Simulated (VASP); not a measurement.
## Ta2Si2Ge: single point with PBE

The system is Ta2Si2Ge.

```
CELL_PARAMETERS angstrom
2.96258 0.00000 0.00000
-1.48129 2.56567 0.00000
0.00000 0.00000 11.64400
ATOMIC_POSITIONS crystal
Ta 0.33333 0.66667 0.22342
Ta 0.33333 0.66667 0.77658
Si 0.66667 0.33333 0.40020
Si 0.66667 0.33333 0.59980
Ge 0.33333 0.66667 0.00000
```

```
Program                : VASP 6.6.1
Task                   : single point
Functional             : PBE
Potentials or basis    : VASP PAW PBE potentials, release 64 (Ta_pv, Si, Ge_d)
Cutoff                 : 520 eV
k mesh                 : 12 × 12 × 4
Occupations            : gaussian, width 0.1 eV
Spin                   : no spin polarisation
Dipole correction      : no
Further INCAR settings : ALGO = Normal; EDIFF = 1e-07; NBANDS = 30
```

```json
{
 "Pressure": "0.0 GPa",
 "Largest force": "0.016 eV/Å",
 "Band gap on the k mesh": "zero (band 22 reaches 8.25 eV, above the bottom of band 23 at 6.14 eV)"
}
```

Forces on the atoms (eV/Å):
```
Ta   0.000  0.000 -0.001
Ta   0.000  0.000  0.001
Si   0.000  0.000  0.016
Si   0.000  0.000 -0.016
Ge   0.000  0.000  0.000
```

Levels at points of the mesh, in eV from the Fermi level:
| k point | band 19 | band 20 | band 21 | band 22 | band 23 | band 24 | band 25 | band 26 |
| --- | --- | --- | --- | --- | --- | --- | --- | --- |
| (0.00, 0.00, 0.00) | 0.37 | 0.37 | 0.38 | 0.38 | 2.22 | 2.69 | 2.69 | 2.86 |
| (0.50, 0.00, 0.00) | -2.74 | -2.42 | -0.99 | -0.67 | 0.63 | 1.03 | 1.05 | 2.31 |
| (0.00, 0.00, 0.50) | 0.37 | 0.37 | 0.38 | 0.38 | 1.76 | 2.72 | 2.72 | 2.82 |
| (0.50, 0.00, 0.50) | -2.75 | -2.73 | -1.48 | -0.05 | 0.76 | 0.86 | 1.26 | 2.36 |

Run time: 3.2 min on 1 thread of AMD EPYC 7R43 64-Core Processor (Zen 3), on a shared host, peak memory 0.28 GiB.

Caveat: spin-orbit coupling is left out, which moves the levels of the heavy elements.
